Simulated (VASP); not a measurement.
# ZrC (I4/mmm) in VASP: notebook, part 2 of 2

VASP 6.6.1. The steps go on from the part before.

**4. Electric field gradients, PBEsol (zz strain of +2 %)**

Contents of INCAR:

```
PREC     = Accurate       # precision mode
ENCUT    = 520            # plane-wave cutoff, eV
EDIFF    = 1E-8           # SCF threshold, eV
ISMEAR   = -1             # smearing method
SIGMA    = 0.05           # smearing width, eV
LREAL    = F              # projectors in reciprocal space
LASPH    = T              # aspherical terms in the spheres
NELM     = 60             # most SCF steps
ALGO     = Normal         # electronic algorithm
ISIF     = 2              # what is computed and relaxed
LWAVE    = F              # write WAVECAR
LCHARG   = F              # write CHGCAR
GGA      = PS             # functional
LEFG     = T            
NBANDS   = 15             # bands
```

Contents of KPOINTS:

```
regular mesh
0
Gamma
  15 15 15
```

Contents of POSCAR:

```
ZrC
1.0
    0.0000000000      2.3502100000      2.3972142000
    2.3502100000      0.0000000000      2.3972142000
    2.3502100000      2.3502100000      0.0000000000
Zr C
1 1
Direct
    0.5000000000      0.5000000000      0.5000000000
    0.0000000000      0.0000000000      0.0000000000
```

Potentials or basis: VASP PAW PBE potentials, release 64 (Zr_sv, C).

On the command line:

```
> cat potpaw_PBE.64/Zr_sv/POTCAR potpaw_PBE.64/C/POTCAR > POTCAR
> mpirun -np 1 vasp_std > vasp.out
```

OUTCAR:

```text
PREC = Accurate
   ENCUT = 520
   EDIFF = 1E-8
   ISMEAR = -1
   LREAL = F
   LASPH = T
   NELM = 60
   ISIF = 2
   GGA = PS

 ion  position               nearest neighbor table
   1  0.500  0.500  0.500-   2 2.35   2 2.35   2 2.35   2 2.35   2 2.40   2 2.40
   2  0.000  0.000  0.000-   1 2.35   1 2.35   1 2.35   1 2.35   1 2.40   1 2.40

  LATTYP: Found a body centered tetragonal cell.
 ALAT       =     3.3236988564
 C/A-ratio  =     1.4424978336

  Lattice vectors:

 A1 = (  -2.3502100000,   0.0000000000,   2.3972142000)
 A2 = (   2.3502100000,   0.0000000000,   2.3972142000)
 A3 = (   0.0000000000,   2.3502100000,  -2.3972142000)

Analysis of symmetry for initial positions (statically):
=====================================================================
 Subroutine PRICEL returns:
 Original cell was already a primitive cell.

 Routine SETGRP: Setting up the symmetry group for a
 body centered tetragonal supercell.

 Subroutine GETGRP returns: Found 16 space group operations
 (whereof 16 operations were pure point group operations)
 out of a pool of 16 trial point group operations.

The static configuration has the point symmetry D_4h.

Analysis of symmetry for dynamics (positions and initial velocities):
=====================================================================
 Subroutine PRICEL returns:
 Original cell was already a primitive cell.

 Routine SETGRP: Setting up the symmetry group for a
 body centered tetragonal supercell.

 Subroutine GETGRP returns: Found 16 space group operations
 (whereof 16 operations were pure point group operations)
 out of a pool of 16 trial point group operations.

The dynamic configuration has the point symmetry D_4h.

 Subroutine INISYM returns: Found 16 space group operations
 (whereof 16 operations are pure point group operations),
 and found     1 'primitive' translations

----------------------------------------------------------------------------------------

                                     Primitive cell

  volume of cell :      26.4820

  direct lattice vectors                    reciprocal lattice vectors
     0.000000000  2.350210000  2.397214200    -0.212746946  0.212746946  0.208575437
     2.350210000  0.000000000  2.397214200     0.212746946 -0.212746946  0.208575437
     2.350210000  2.350210000  0.000000000     0.212746946  0.212746946 -0.208575437

  length of vectors
     3.357100381  3.357100381  3.323698856     0.366095942  0.366095942  0.366095942

  position of ions in fractional coordinates (direct lattice)
     0.500000000  0.500000000  0.500000000
     0.000000000  0.000000000  0.000000000

  ion indices of the primitive-cell ions
   primitive index   ion index
                 1           1
                 2           2

----------------------------------------------------------------------------------------

[... 85 lines left out ...]
   EFERMI_NEDOS =   21; number of points for ismear=-14 and -15
   IALGO  =     38    algorithm
   IMIX   =      4    mixing-type and parameters
     AMIX     =   0.40;   BMIX     =  1.00
     AMIX_MAG =   1.60;   BMIX_MAG =  1.00
  volume/ion in A,a.u.               =      13.24        89.35
  Fermi-wavevector in a.u.,A,eV,Ry     =   1.383985  2.615353 26.060802  1.915415
  Thomas-Fermi vector in A             =   2.508532
   LORBIT       =      0    0 simple, 1 ext, 2 COOP (PROOUT), +10 PAW based schemes
   GGA     = PS    functional components
   LHFCALC =     F    Hartree Fock is set to
   AEXX    =    0.0000 exact exchange contribution
   IVDW    =     0    specifies the selected vdW correction
   LEPSILON=     F    determine dielectric tensor
   LRPA    =     F    only Hartree local field effects (RPA)
 non-spin polarized calculation
  energy-cutoff  :      520.00
  volume of cell :       26.48
 maximum number of plane-waves:       729
 NGX is ok and might be reduce to    28
   NGX = 13   NGY = 13   NGZ = 13

 number of electron      16.0000000 magnetization

 Free energy of the ion-electron system (eV)
  ---------------------------------------------------
  ext. energy  EPLUGINS =         0.00000000
  ---------------------------------------------------
  free energy    TOTEN  =       -20.54102799 eV

  energy without entropy =      -20.53849919  energy(sigma->0) =      -20.53976359

 E-fermi :   9.2556     XC(G=0): -12.1820

 val. band max:        9.2276058471   @ k =   0.4000   0.0000   0.3333
 cond. band min:       9.2578887065   @ k =   0.4000   0.4000   0.0000
 fundamental gap:      0.0302828594
 Fermi energy:         9.2556326466

 k-point     1 :       0.0000    0.0000    0.0000
  band No.  band energies     occupation
      1     -38.7824      2.00000
      2     -16.5485      2.00000
      3     -16.5301      2.00000
      4     -16.5301      2.00000
      5      -1.9455      2.00000
      6      10.1502      0.00000
      7      10.1911      0.00000
      8      10.2443      0.00000
      9      10.2443      0.00000
     10      10.3826      0.00000
     11      10.3826      0.00000
     12      11.8815      0.00000
     13      12.1263      0.00000
     14      16.3637      0.00000
[... 401 lines left out ...]
      2     -16.7688      2.00000
      3     -16.5927      2.00000
      4     -16.5900      2.00000
      5      -1.2192      2.00000
      6       6.9584      2.00000
      7       8.6247      1.99999
      8       8.9311      1.99697
      9       9.8079      0.00003
     10      12.1466      0.00000
     11      12.4872      0.00000
     12      13.1953      0.00000
     13      15.0996      0.00000
     14      18.1707      0.00000
     15      21.6815      0.00000

 [... further k-points ...]

------------------------ aborting loop because EDIFF is reached ----------------------------------------

  FORCE on cell =-STRESS in cart. coord.  units (eV):
  Direction    XX          YY          ZZ          XY          YZ          ZX
  --------------------------------------------------------------------------------------
  -------------------------------------------------------------------------------------
  Total       -1.0124840     -1.0124840     -2.0493764      0.0000000     -0.0000000      0.0000000
  in kB      -61.2559940    -61.2559940   -123.9887085      0.0000000     -0.0000000      0.0000000
  external PRESSURE =     -82.1668989 kB  Pullay stress =       0.0000000 kB

 VOLUME and BASIS-vectors are now :
 -----------------------------------------------------------------------------
  energy-cutoff  :      520.00
  volume of cell :       26.48
      direct lattice vectors                 reciprocal lattice vectors
     0.000000000  2.350210000  2.397214200    -0.212746946  0.212746946  0.208575437
     2.350210000  0.000000000  2.397214200     0.212746946 -0.212746946  0.208575437
     2.350210000  2.350210000  0.000000000     0.212746946  0.212746946 -0.208575437

 POSITION                                       TOTAL-FORCE (eV/Angst)
 -----------------------------------------------------------------------------------
      2.35021      2.35021      2.39721        -0.000000      0.000000      0.000000
      0.00000      0.00000      0.00000         0.000000     -0.000000      0.000000
 -----------------------------------------------------------------------------------
    total drift:                                0.000000      0.000000      0.000000

  FREE ENERGIE OF THE ION-ELECTRON SYSTEM (eV)
  ---------------------------------------------------
  free  energy   TOTEN  =       -20.5410279879 eV

  energy  without entropy=      -20.5384991865  energy(sigma->0) =      -20.53976359

 Electric field gradients (V/A^2)
---------------------------------------------------------------------
 ion       V_xx      V_yy      V_zz      V_xy      V_xz      V_yz
---------------------------------------------------------------------
   1     -14.414   -14.414    28.828    -0.000    -0.000    -0.000
   2      -1.239    -1.239     2.479    -0.000    -0.000    -0.000
---------------------------------------------------------------------

 Electric field gradients after diagonalization (V/A^2)
 (convention: |V_zz| > |V_xx| > |V_yy|)
----------------------------------------------------------------------
 ion       V_xx      V_yy      V_zz     asymmetry (V_yy - V_xx)/ V_zz
----------------------------------------------------------------------
   1     -14.414   -14.414    28.828       0.000
   2      -1.240    -1.239     2.479       0.000
----------------------------------------------------------------------

           NMR quadrupolar parameters

 Cq : quadrupolar parameter    Cq=e*Q*V_zz/h
 eta: asymmetry parameters     (V_yy - V_xx)/ V_zz
 Q  : nuclear electric quadrupole moment in mb (millibarn)
----------------------------------------------------------------------
 ion       Cq(MHz)       eta       Q (mb)
----------------------------------------------------------------------
   1       0.070       0.000       1.000
   2       0.006       0.000       1.000
----------------------------------------------------------------------
```

Wall time 5 min (1 thread of AMD EPYC 7R13, shared host); peak memory 0.22 GiB.

Results:

```
Free energy                             : -20.5410 eV
Pressure                                : -8.2 GPa
Band gap on the k mesh                  : zero (bands 8 and 9 overlap by 1.37 eV)
Largest electric field gradient by atom : Zr +28.8; C +2.5 V/Å²
```

Electric field gradients, principal values (V/Å²):
```
atom    least   middle  greatest (by size)
1 Zr  -14.414  -14.414              28.828
 2 C   -1.239   -1.240               2.479
```

Caveat: the cell differs from its parent crystal (zz strain of +2 %); the cell stands under tension; without QUAD_EFG the Cq values of the log hold for a quadrupole moment of 1 mb, not for the nuclei; the PAW data sets were made with another functional, which shifts forces and pressure a little.
